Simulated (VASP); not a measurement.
Write the native input for VASP 6.6.1 that does the following.

* Task: single point
* Functional: PBE
* Potentials or basis: VASP PAW PBE potentials, release 64 (O)
* Cutoff: 520 eV
* k mesh: 9 × 9 × 7
* Occupations: fermi-dirac, width 0.05 eV
* Spin: collinear spin, ferromagnetic start
* Starting moments: [0.6, 0.6] μB
* Dipole correction: no
* Further INCAR settings: ALGO = Normal; EDIFF = 1e-07; NBANDS = 17

The structure of O lies in POSCAR:

```
O
1.0
    2.8514028533     -1.6624159400      0.0000000000
    2.8514028533      1.6624159400      0.0000000000
   -2.3944914034      0.0000000000      3.6470501824
O
2
Direct
    0.0254538300      0.0254538300      0.1555740200
    0.9745461700      0.9745461700      0.8444259800
```

One way to write it, as run:

INCAR

```
SYSTEM = O
PREC = Accurate ; ENCUT = 520
EDIFF = 1E-7 ; ISMEAR = -1
SIGMA = 0.05 ; LREAL = .FALSE.
LASPH = .TRUE. ; NELM = 150
ALGO = Normal ; ISIF = 2
LWAVE = .FALSE. ; LCHARG = .FALSE.
ISPIN = 2 ; MAGMOM = 0.6 0.6
LORBIT = 11 ; GGA = PE
NBANDS = 17
```

KPOINTS

```
regular mesh
0
G
  9 9 7
  0 0 0
```

Potentials or basis: VASP PAW PBE potentials, release 64 (O).

Command:

```sh
$ cat potpaw_PBE.64/O/POTCAR > POTCAR
$ mpirun -np 1 vasp_std > vasp.out
```

Results of the run:

The pressure is 2.5 GPa. The largest force is 0.747 eV/Å, the band gap on the k mesh is 1.33 eV, indirect (least direct gap 1.54 eV) and the net moment is 2.00 μB per cell. The site moments are O +0.81 μB and the valence electrons inside the program's atomic spheres are O 4.91.

Caveat: the standard files for N, O and F lose accuracy on very short bonds.

It took 2.9 min on 1 thread of Intel(R) Xeon(R) Platinum 8259CL CPU @ 2.50GHz (Skylake/Cascade Lake), on a shared host, peak memory 0.26 GiB.
